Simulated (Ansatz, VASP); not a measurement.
## HfB in VASP and in Ansatz

```
Hf B
1.0
     3.59793    0.00000    0.00000
    -1.79897    3.11590    0.00000
     0.00000    0.00000   10.10374
Hf B
4 4
Direct
  0.00000 0.00000 0.00000
  0.33333 0.66667 0.25000
  0.00000 0.00000 0.50000
  0.66667 0.33333 0.75000
  0.66667 0.33333 0.13971
  0.66667 0.33333 0.36029
  0.33333 0.66667 0.63971
  0.33333 0.66667 0.86029
```

Alike in both runs: functional PBE; k mesh 12 × 12 × 3; occupations gaussian, width 0.1 eV; no spin polarisation.

Ansatz relaxed the structure, and its values are those at the end. VASP's run is a single point on that final structure, the one shown.

|  | VASP | Ansatz |
| --- | --- | --- |
| version | VASP 6.6.1 | Ansatz 0.2.0 |
| potentials or method | VASP PAW PBE potentials, release 64 (Hf_pv, B), cutoff 520 eV | scalar-relativistic, plane waves, PAW |
| valence electrons in the cell | 52 | 116 |

|  | VASP | Ansatz | Ansatz less VASP |
| --- | --- | --- | --- |
| gap on the k mesh at the Fermi level (eV) | none | none | - |
| pressure (GPa) | -0.1 | 0.0 | +0.09 |

A gap of «none» marks a metal or a gap that the smearing closes. VASP's potentials hold 52 valence electrons a cell and Ansatz's 116, so a difference there can come from the potentials and not from the codes.

Neither program's run includes spin-orbit coupling.
